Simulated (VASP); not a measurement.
# Cu in VASP: further runs, part 2 of 3

VASP 6.6.1.

### 3 Single point, PBE

File INCAR:

```
SYSTEM = Cu
PREC = Accurate
ENCUT = 520
EDIFF = 1E-6
ISMEAR = 0
SIGMA = 0.1
LREAL = .FALSE.
LASPH = .TRUE.
NELM = 100
ALGO = Normal
ISIF = 2
LWAVE = .FALSE.
LCHARG = .FALSE.
GGA = PE
ISYM = 0
NBANDS = 24
```

File KPOINTS:

```
Automatic mesh
0
G
  8 6 25
  0 0 0
```

File POSCAR:

```
Cu
1.0
    4.2142065406      0.0000000000      0.0000000000
    0.0000000000      5.9597880443      0.0000000000
   -2.1071032703      0.0000000000      1.3683382120
Cu
3
Direct
    0.0000000000      0.0000000000      0.0000000000
    0.3333333333      0.6666666667      0.0000000000
    0.6666666667      0.3333333333      0.0000000000
```

Potentials or basis: VASP PAW PBE potentials, release 64 (Cu).

Launch:

```sh
$ cat potpaw_PBE.64/Cu/POTCAR > POTCAR
$ mpirun -np 1 vasp_std > vasp.out
```

OUTCAR:

```text
SYSTEM = Cu
   PREC = Accurate
   ENCUT = 520
   EDIFF = 1E-6
   ISMEAR = 0
   LREAL = .FALSE.
   LASPH = .TRUE.
   NELM = 100
   ISIF = 2
   GGA = PE
   ISYM = 0

 ion  position               nearest neighbor table
   1  0.000  0.000  0.000-   2 2.43   3 2.43   3 2.51   2 2.51   3 2.51   2 2.51
   2  0.333  0.667  0.000-   1 2.43   3 2.43   1 2.51   1 2.51   3 2.51   3 2.51
   3  0.667  0.333  0.000-   1 2.43   2 2.43   1 2.51   1 2.51   2 2.51   2 2.51

IMPORTANT INFORMATION: All symmetrisations will be switched off!
NOSYMM: (Re-)initialisation of all symmetry stuff for point group C_1.

----------------------------------------------------------------------------------------

                                     Primitive cell

  volume of cell :      34.3669

  direct lattice vectors                    reciprocal lattice vectors
     4.214206541  0.000000000  0.000000000     0.237292594  0.000000000  0.365406736
     0.000000000  5.959788044  0.000000000     0.000000000  0.167791202  0.000000000
    -2.107103270  0.000000000  1.368338212     0.000000000  0.000000000  0.730813472

  length of vectors
     4.214206541  5.959788044  2.512415900     0.435694684  0.167791202  0.730813472

  position of ions in fractional coordinates (direct lattice)
     0.000000000  0.000000000  0.000000000
     0.333333333  0.666666667  0.000000000
     0.666666667  0.333333333  0.000000000

  ion indices of the primitive-cell ions
   primitive index   ion index
                 1           1
                 2           2
                 3           3

----------------------------------------------------------------------------------------

 KPOINTS: Automatic mesh

Automatic generation of k-mesh.
 Grid dimensions read from file:
 generate k-points for:    8    6   25

 Generating k-lattice:

  Cartesian coordinates                     Fractional coordinates (reciprocal lattice)
     0.029661574  0.000000000  0.045675842     0.125000000  0.000000000  0.000000000
     0.000000000  0.027965200  0.000000000     0.000000000  0.166666667  0.000000000
     0.000000000  0.000000000  0.029232539     0.000000000  0.000000000  0.040000000

  Length of vectors
     0.054461836  0.027965200  0.029232539

  Shift w.r.t. Gamma in fractional coordinates (k-lattice)
     0.000000000  0.000000000  0.000000000

 -----------------------------------------------------------------------------
|                                                                             |
|           W    W    AA    RRRRR   N    N  II  N    N   GGGG   !!!           |
|           W    W   A  A   R    R  NN   N  II  NN   N  G    G  !!!           |
|           W    W  A    A  R    R  N N  N  II  N N  N  G       !!!           |
|           W WW W  AAAAAA  RRRRR   N  N N  II  N  N N  G  GGG   !            |
|           WW  WW  A    A  R   R   N   NN  II  N   NN  G    G                |
|           W    W  A    A  R    R  N    N  II  N    N   GGGG   !!!           |
|                                                                             |
|     Your reciprocal lattice and k-lattice belong to different lattice       |
|     classes:                                                                |
|                                                                             |
|        The reciprocal lattice is base centered orthorhombic,                |
|        whereas your k-lattice is simple monoclinic.                         |
|                                                                             |
|     Results are often still useful ...                                      |
|                                                                             |
 -----------------------------------------------------------------------------

 WARNING: IBZKPT: internal override: KBLOWUP is changed to .FALSE.
      ... skipping the blow-up phase ...

 Subroutine IBZKPT returns following result:
 ===========================================

 Found    602 irreducible k-points:

 Following reciprocal coordinates:
            Coordinates               Weight
  0.000000  0.000000  0.000000      1.000000
  0.125000  0.000000  0.000000      2.000000
  0.250000  0.000000  0.000000      2.000000
  0.375000  0.000000  0.000000      2.000000
  0.500000  0.000000  0.000000      1.000000
  0.000000  0.166667  0.000000      2.000000
[... 16 lines left out ...]
  0.125000  0.500000  0.000000      2.000000
  0.250000  0.500000  0.000000      2.000000
 [... further k-points ...]
   k-points           NKPTS =    602   k-points in BZ     NKDIM =    602   number of bands    NBANDS=     24
   number of dos      NEDOS =    301   number of ions     NIONS =      3
   total plane-waves  NPLWV =  30720
   dimension x,y,z NGX =    32 NGY =   48 NGZ =   20
   dimension x,y,z NGXF=    64 NGYF=   96 NGZF=   40
   ions per type =               3
   NGX,Y,Z   is equivalent  to a cutoff of  12.62, 13.39, 13.23 a.u.
   NGXF,Y,Z  is equivalent  to a cutoff of  25.25, 26.78, 26.47 a.u.
 SYSTEM =  Cu
   PREC   = accura    normal or accurate (medium, high low for compatibility)
   ISTART =      0    job   : 0-new  1-cont  2-samecut
   ICHARG =      2    charge: 1-file 2-atom 10-const
   ISPIN  =      1    spin polarized calculation?
   LNONCOLLINEAR =      F non collinear calculations
   LSORBIT =      F    spin-orbit coupling
   LASPH  =      T    aspherical Exc in radial PAW
   ENCUT  =  520.0 eV  38.22 Ry    6.18 a.u.   7.84 11.08  4.67*2*pi/ulx,y,z
   NELM   =    100;   NELMIN=  2; NELMDL= -5     # of ELM steps
   EDIFF  = 0.1E-05   stopping-criterion for ELM
   LREAL  =      F    real-space projection
   EDIFFG = 0.1E-04   stopping-criterion for IOM
   NSW    =      0    number of steps for IOM
   IBRION =     -1    ionic relax: 0-MD 1-quasi-New 2-CG
   NFREE  =      0    steps in history (QN), initial steepest desc. (CG)
   ISIF   =      2    stress and relaxation
   ISYM   =      0    0-nonsym 1-usesym 2-fastsym
   POTIM  = 0.5000    time-step for ionic-motion
   TEBEG  =    0.0;   TEEND  =   0.0 temperature during run
   PSTRESS=    0.0 pullay stress
   NELECT =      33.0000    total number of electrons
   NUPDOWN=      -1.0000    fix difference up-down
   EMIN   =  10.00;   EMAX   =-10.00  energy-range for DOS
   EFERMI =   0.00;   METHOD = LEGACY
   ISMEAR =     0;   SIGMA  =   0.10  broadening in eV -4-tet -1-fermi 0-gaus
   EFERMI_NEDOS =   21; number of points for ismear=-14 and -15
   IALGO  =     38    algorithm
   IMIX   =      4    mixing-type and parameters
     AMIX     =   0.40;   BMIX     =  1.00
     AMIX_MAG =   1.60;   BMIX_MAG =  1.00
  volume/ion in A,a.u.               =      11.46        77.31
  Fermi-wavevector in a.u.,A,eV,Ry     =   1.615100  3.052097 35.491455  2.608548
  Thomas-Fermi vector in A             =   2.709902
   LORBIT       =      0    0 simple, 1 ext, 2 COOP (PROOUT), +10 PAW based schemes
   GGA     = PE    functional components
   LHFCALC =     F    Hartree Fock is set to
   AEXX    =    0.0000 exact exchange contribution
   IVDW    =     0    specifies the selected vdW correction
   LEPSILON=     F    determine dielectric tensor
   LRPA    =     F    only Hartree local field effects (RPA)
 non-spin polarized calculation
 Gauss-broadening in eV      SIGMA  =   0.10
  energy-cutoff  :      520.00
  volume of cell :       34.37
 maximum number of plane-waves:       943
   NGX = 15   NGY = 23   NGZ =  9

 number of electron      33.0000020 magnetization

 Free energy of the ion-electron system (eV)
  ---------------------------------------------------
  ext. energy  EPLUGINS =         0.00000000
  ---------------------------------------------------
  free energy    TOTEN  =       -11.02978003 eV

  energy without entropy =      -11.02524377  energy(sigma->0) =      -11.02751190

 E-fermi :   8.0073     XC(G=0): -12.8977

 val. band max:        8.0024887093   @ k =   0.5000   0.1667   0.4000
 cond. band min:       8.0097450046   @ k =   0.5000   0.3333   0.4800
 fundamental gap:      0.0072562954
 Fermi energy:         8.0073240704

 k-point     1 :       0.0000    0.0000    0.0000
  band No.  band energies     occupation
      1      -1.6133      2.00000
      2       2.0335      2.00000
      3       2.0335      2.00000
      4       4.4577      2.00000
      5       4.5132      2.00000
      6       4.5133      2.00000
[... 16 lines left out ...]
     23      28.0654      0.00000
     24      28.0654      0.00000
[... 598 lines left out ...]
      2       1.1274      2.00000
      3       3.5311      2.00000
      4       4.0216      2.00000
      5       4.0618      2.00000
      6       4.3957      2.00000
[... 16 lines left out ...]
     23      25.2774      0.00000
     24      25.3490      0.00000

 [... further k-points ...]
[... 5 lines left out ...]
  --------------------------------------------------------------------------------------
  -------------------------------------------------------------------------------------
  Total        2.4327016      3.1275413      0.1837426     -0.9859736     -0.0252323      0.0236229
  in kB      113.4120854    145.8053818      8.5660466    -45.9659034     -1.1763251      1.1012970
  external PRESSURE =      89.2611713 kB  Pullay stress =       0.0000000 kB

 VOLUME and BASIS-vectors are now :
 -----------------------------------------------------------------------------
  energy-cutoff  :      520.00
  volume of cell :       34.37
      direct lattice vectors                 reciprocal lattice vectors
     4.214206541  0.000000000  0.000000000     0.237292594  0.000000000  0.365406736
     0.000000000  5.959788044  0.000000000     0.000000000  0.167791202  0.000000000
    -2.107103270  0.000000000  1.368338212     0.000000000  0.000000000  0.730813472

 POSITION                                       TOTAL-FORCE (eV/Angst)
 -----------------------------------------------------------------------------------
      0.00000      0.00000      0.00000        -0.000001      0.000035      0.000004
      1.40474      3.97319      0.00000        -0.000535      0.000016      0.000118
      2.80947      1.98660      0.00000         0.000536     -0.000051     -0.000122
 -----------------------------------------------------------------------------------
    total drift:                               -0.000006      0.000002     -0.000003

  FREE ENERGIE OF THE ION-ELECTRON SYSTEM (eV)
  ---------------------------------------------------
  free  energy   TOTEN  =       -11.0297800319 eV

  energy  without entropy=      -11.0252437667  energy(sigma->0) =      -11.02751190
```

It took 3.2 min on 1 thread of Intel Xeon 6975P-C (Granite Rapids), shared host; peak memory 0.47 GiB.

Results:

```
Free energy : -11.0298 eV
Pressure    : 8.9 GPa
```

Stress tensor (GPa, compression positive):
```
11.34 -4.60  0.11
-4.60 14.58 -0.12
 0.11 -0.12  0.86
```

(Continued in part 3 of 3.)
